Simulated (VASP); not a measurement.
# Lu (I4_1/amd) in VASP: a series of runs

Runs on Lu. Level: PBE. Tasks: single point.

All numbers are computed with VASP 6.6.1; they aren't measurements. Logs are shortened: lines on timing, memory, paths and dates and some standing lists are left out, and cuts for length are marked.

## Step 1: The cell of the first run

The structure is tetragonal, space group I4_1/amd (No. 141). Conventional cell: a = 4.483 Å, b = 4.483 Å, c = 2.607 Å, α = 90.00°, β = 90.00°, γ = 90.00°. Lu (site symmetry -4m2) has 10 Lu at 2.33 to 2.97 Å within 3.1 Å.

## Step 2: Single point, PBE (13.10 Å³/atom)

The input, INCAR:

```
ALGO = Normal
EDIFF = 1E-7
ENCUT = 520
GGA = PE
ISIF = 2
ISMEAR = -1
LASPH = True
LCHARG = False
LREAL = False
LWAVE = False
NBANDS = 32
NELM = 60
PREC = Accurate
SIGMA = 0.05
```

The input, KPOINTS:

```
k-points
0
Gamma
  15 15 15
```

The input, POSCAR:

```
Lu
1.0
   -2.2417070968      2.2417070968      1.3033903962
    2.2417070968     -2.2417070968      1.3033903962
    2.2417070968      2.2417070968     -1.3033903962
Lu
2
Direct
   -0.3750000000     -0.1250000000     -0.2500000000
    0.3750000000      0.1250000000      0.2500000000
```

Potentials or basis: VASP PAW PBE potentials, release 64 (Lu).

On the command line:

```console
$ cat potpaw_PBE.64/Lu/POTCAR > POTCAR
$ mpirun -np 1 vasp_std > vasp.out
```

OUTCAR:

```text
EDIFF = 1E-7
   ENCUT = 520
   GGA = PE
   ISIF = 2
   ISMEAR = -1
   LASPH = True
   LREAL = False
   NELM = 60
   PREC = Accurate

 ion  position               nearest neighbor table
   1  0.625  0.875  0.750-   2 2.33   2 2.33   2 2.33   2 2.33   2 2.97   2 2.97   2 2.97   2 2.97

   2  0.375  0.125  0.250-   1 2.33   1 2.33   1 2.33   1 2.33   1 2.97   1 2.97   1 2.97   1 2.97

  LATTYP: Found a body centered tetragonal cell.
 ALAT       =     4.4834141936
 C/A-ratio  =     0.5814276085

  Lattice vectors:

 A1 = (  -2.2417070968,   2.2417070968,   1.3033903962)
 A2 = (   2.2417070968,  -2.2417070968,   1.3033903962)
 A3 = (   2.2417070968,   2.2417070968,  -1.3033903962)

Analysis of symmetry for initial positions (statically):
=====================================================================
 Subroutine PRICEL returns:
 Original cell was already a primitive cell.

 Routine SETGRP: Setting up the symmetry group for a
 body centered tetragonal supercell.

 Subroutine GETGRP returns: Found 16 space group operations
 (whereof  4 operations were pure point group operations)
 out of a pool of 16 trial point group operations.

The static configuration has the point symmetry C_2h.
 The point group associated with its full space group is D_4h.

Analysis of symmetry for dynamics (positions and initial velocities):
=====================================================================
 Subroutine PRICEL returns:
 Original cell was already a primitive cell.

 Routine SETGRP: Setting up the symmetry group for a
 body centered tetragonal supercell.

 Subroutine GETGRP returns: Found 16 space group operations
 (whereof  4 operations were pure point group operations)
 out of a pool of 16 trial point group operations.

The dynamic configuration has the point symmetry C_2h.
 The point group associated with its full space group is D_4h.

 Subroutine INISYM returns: Found 16 space group operations
 (whereof  4 operations are pure point group operations),
 and found     1 'primitive' translations

----------------------------------------------------------------------------------------

                                     Primitive cell

  volume of cell :      26.1995

  direct lattice vectors                    reciprocal lattice vectors
    -2.241707097  2.241707097  1.303390396     0.000000000  0.223044304  0.383614918
     2.241707097 -2.241707097  1.303390396     0.223044304  0.000000000  0.383614918
     2.241707097  2.241707097 -1.303390396     0.223044304  0.223044304  0.000000000

  length of vectors
     3.427729269  3.427729269  3.427729269     0.443744484  0.443744484  0.315432280

  position of ions in fractional coordinates (direct lattice)
     0.625000000  0.875000000  0.750000000
     0.375000000  0.125000000  0.250000000

  ion indices of the primitive-cell ions
   primitive index   ion index
                 1           1
                 2           2

----------------------------------------------------------------------------------------

 KPOINTS: k-points

Automatic generation of k-mesh.
 Grid dimensions read from file:
 generate k-points for:   15   15   15

 Generating k-lattice:

  Cartesian coordinates                     Fractional coordinates (reciprocal lattice)
     0.000000000  0.014869620  0.025574328     0.066666667 -0.000000000  0.000000000
     0.014869620  0.000000000  0.025574328    -0.000000000  0.066666667  0.000000000
     0.014869620  0.014869620  0.000000000     0.000000000  0.000000000  0.066666667

  Length of vectors
     0.029582966  0.029582966  0.021028819

  Shift w.r.t. Gamma in fractional coordinates (k-lattice)
     0.000000000  0.000000000  0.000000000

 Subroutine IBZKPT returns following result:
 ===========================================

 Found    288 irreducible k-points:

 Following reciprocal coordinates:
            Coordinates               Weight
  0.000000  0.000000  0.000000      1.000000
  0.066667  0.000000  0.000000      8.000000
  0.133333  0.000000  0.000000      8.000000
  0.200000  0.000000 -0.000000      8.000000
  0.266667  0.000000  0.000000      8.000000
  0.333333  0.000000 -0.000000      8.000000
[... 16 lines left out ...]
  0.133333  0.133333  0.000000      8.000000
  0.200000  0.133333  0.000000     16.000000
 [... further k-points ...]
   k-points           NKPTS =    288   k-points in BZ     NKDIM =    288   number of bands    NBANDS=     32
   number of dos      NEDOS =    301   number of ions     NIONS =      2
   total plane-waves  NPLWV =  21952
   dimension x,y,z NGX =    28 NGY =   28 NGZ =   28
   dimension x,y,z NGXF=    56 NGYF=   56 NGZF=   56
   ions per type =               2
   NGX,Y,Z   is equivalent  to a cutoff of  13.58, 13.58, 13.58 a.u.
   NGXF,Y,Z  is equivalent  to a cutoff of  27.16, 27.16, 27.16 a.u.
 SYSTEM =  unknown system
   PREC   = accura    normal or accurate (medium, high low for compatibility)
   ISTART =      0    job   : 0-new  1-cont  2-samecut
   ICHARG =      2    charge: 1-file 2-atom 10-const
   ISPIN  =      1    spin polarized calculation?
   LNONCOLLINEAR =      F non collinear calculations
   LSORBIT =      F    spin-orbit coupling
   LASPH  =      T    aspherical Exc in radial PAW
   ENCUT  =  520.0 eV  38.22 Ry    6.18 a.u.   6.37  6.37  6.37*2*pi/ulx,y,z
   NELM   =     60;   NELMIN=  2; NELMDL= -5     # of ELM steps
   EDIFF  = 0.1E-06   stopping-criterion for ELM
   LREAL  =      F    real-space projection
   EDIFFG = 0.1E-05   stopping-criterion for IOM
   NSW    =      0    number of steps for IOM
   IBRION =     -1    ionic relax: 0-MD 1-quasi-New 2-CG
   NFREE  =      0    steps in history (QN), initial steepest desc. (CG)
   ISIF   =      2    stress and relaxation
   ISYM   =      2    0-nonsym 1-usesym 2-fastsym
   POTIM  = 0.5000    time-step for ionic-motion
   TEBEG  =    0.0;   TEEND  =   0.0 temperature during run
   PSTRESS=    0.0 pullay stress
   NELECT =      50.0000    total number of electrons
   NUPDOWN=      -1.0000    fix difference up-down
   EMIN   =  10.00;   EMAX   =-10.00  energy-range for DOS
   EFERMI =   0.00;   METHOD = LEGACY
   ISMEAR =    -1;   SIGMA  =   0.05  broadening in eV -4-tet -1-fermi 0-gaus
   EFERMI_NEDOS =   21; number of points for ismear=-14 and -15
   IALGO  =     38    algorithm
   IMIX   =      4    mixing-type and parameters
     AMIX     =   0.40;   BMIX     =  1.00
     AMIX_MAG =   1.60;   BMIX_MAG =  1.00
  volume/ion in A,a.u.               =      13.10        88.40
  Fermi-wavevector in a.u.,A,eV,Ry     =   2.030645  3.837363 56.103904  4.123521
  Thomas-Fermi vector in A             =   3.038582
   LORBIT       =      0    0 simple, 1 ext, 2 COOP (PROOUT), +10 PAW based schemes
   GGA     = PE    functional components
   LHFCALC =     F    Hartree Fock is set to
   AEXX    =    0.0000 exact exchange contribution
   IVDW    =     0    specifies the selected vdW correction
   LEPSILON=     F    determine dielectric tensor
   LRPA    =     F    only Hartree local field effects (RPA)
 non-spin polarized calculation
  energy-cutoff  :      520.00
  volume of cell :       26.20
 maximum number of plane-waves:       729
 NGX is ok and might be reduce to    28
   NGX = 13   NGY = 13   NGZ = 13

 number of electron      49.9999996 magnetization

 Free energy of the ion-electron system (eV)
  ---------------------------------------------------
  ext. energy  EPLUGINS =         0.00000000
  ---------------------------------------------------
  free energy    TOTEN  =        -0.15554672 eV

  energy without entropy =       -0.14328105  energy(sigma->0) =       -0.14941389

 E-fermi :   6.0527     XC(G=0): -15.3318

 val. band max:        6.0455624402   @ k =  -0.2667  -0.4667   0.1333
 cond. band min:       6.0589311344   @ k =   0.2667   0.2000   0.0000
 fundamental gap:      0.0133686942
 Fermi energy:         6.0527469585

 k-point     1 :       0.0000    0.0000    0.0000
  band No.  band energies     occupation
      1     -50.8503      2.00000
      2     -49.0569      2.00000
      3     -23.1716      2.00000
      4     -23.1716      2.00000
      5     -19.1591      2.00000
      6     -19.0665      2.00000
[... 24 lines left out ...]
     31      12.0660      0.00000
     32      20.7537      0.00000

 k-point     2 :       0.0667    0.0000    0.0000
  band No.  band energies     occupation
      1     -50.8218      2.00000
      2     -49.0620      2.00000
      3     -23.1669      2.00000
      4     -23.1069      2.00000
      5     -19.3199      2.00000
      6     -19.2364      2.00000
[... 24 lines left out ...]
     31      13.6583      0.00000
     32      20.0016      0.00000

 k-point     3 :       0.1333    0.0000    0.0000
  band No.  band energies     occupation
      1     -50.7397      2.00000
      2     -49.0775      2.00000
      3     -23.1528      2.00000
      4     -22.9270      2.00000
      5     -19.7984      2.00000
      6     -19.6435      2.00000
[... 24 lines left out ...]
     31      14.7437      0.00000
     32      19.3920      0.00000

 k-point     4 :       0.2000    0.0000   -0.0000
  band No.  band energies     occupation
      1     -50.6135      2.00000
      2     -49.1044      2.00000
      3     -23.1305      2.00000
      4     -22.6809      2.00000
      5     -20.4911      2.00000
      6     -20.1209      2.00000
[... 24 lines left out ...]
     31      14.6285      0.00000
     32      19.1089      0.00000

 k-point     5 :       0.2667    0.0000    0.0000
  band No.  band energies     occupation
      1     -50.4587      2.00000
      2     -49.1432      2.00000
      3     -23.1023      2.00000
      4     -22.4835      2.00000
      5     -21.1876      2.00000
      6     -20.5396      2.00000
[... 584 lines left out ...]
     31      13.9144      0.00000
     32      18.7047      0.00000

 k-point    22 :      -0.0667    0.0667    0.0000
  band No.  band energies     occupation
      1     -50.8317      2.00000
      2     -49.0775      2.00000
      3     -23.1415      2.00000
      4     -23.1375      2.00000
      5     -19.2329      2.00000
      6     -19.0612      2.00000
[... 24 lines left out ...]
     31      12.2926      0.00000
     32      19.7635      0.00000

 k-point    23 :       0.1333    0.1333    0.0000
  band No.  band energies     occupation
      1     -50.5173      2.00000
      2     -49.0806      2.00000
      3     -22.8984      2.00000
      4     -22.8307      2.00000
      5     -20.9613      2.00000
      6     -20.7275      2.00000
[... 24 lines left out ...]
     31      13.9242      0.00000
     32      18.7849      0.00000

 k-point    24 :       0.2000    0.1333    0.0000
  band No.  band energies     occupation
      1     -50.3690      2.00000
      2     -49.1162      2.00000
      3     -22.9485      2.00000
      4     -22.6965      2.00000
      5     -21.4333      2.00000
      6     -21.1748      2.00000
[... 24 lines left out ...]
     31      14.5958      0.00000
     32      17.6251      0.00000

 [... further k-points ...]

------------------------ aborting loop because EDIFF is reached ----------------------------------------

  FORCE on cell =-STRESS in cart. coord.  units (eV):
  Direction    XX          YY          ZZ          XY          YZ          ZX
  --------------------------------------------------------------------------------------
  -------------------------------------------------------------------------------------
  Total       24.7448282     24.7448282     24.0351267      0.0000000      0.0000000      0.0000000
  in kB     1513.2224752   1513.2224752   1469.8220438      0.0000000      0.0000000      0.0000000
  external PRESSURE =    1498.7556647 kB  Pullay stress =       0.0000000 kB

 VOLUME and BASIS-vectors are now :
 -----------------------------------------------------------------------------
  energy-cutoff  :      520.00
  volume of cell :       26.20
      direct lattice vectors                 reciprocal lattice vectors
    -2.241707097  2.241707097  1.303390396     0.000000000  0.223044304  0.383614918
     2.241707097 -2.241707097  1.303390396     0.223044304  0.000000000  0.383614918
     2.241707097  2.241707097 -1.303390396     0.223044304  0.223044304  0.000000000

 POSITION                                       TOTAL-FORCE (eV/Angst)
 -----------------------------------------------------------------------------------
      2.24171      1.12085      0.97754        -0.000000     -0.000000      0.000000
      0.00000      1.12085      0.32585         0.000000      0.000000     -0.000000
 -----------------------------------------------------------------------------------
    total drift:                                0.000000      0.000000     -0.000000

  FREE ENERGIE OF THE ION-ELECTRON SYSTEM (eV)
  ---------------------------------------------------
  free  energy   TOTEN  =        -0.1555467202 eV

  energy  without entropy=       -0.1432810549  energy(sigma->0) =       -0.14941389
```

It took 9.5 min on 1 thread of Intel Xeon 8259CL, shared host; peak memory 0.33 GiB.

Results:

- Free energy: -0.1555 eV
- Pressure: 149.9 GPa
- Band gap on the k mesh: zero (bands 25 and 26 overlap by 3.40 eV)

Caveat: the cell stands under pressure; spin-orbit coupling is left out, which moves the levels of the heavy elements.

(Continued in part 2 of 2.)
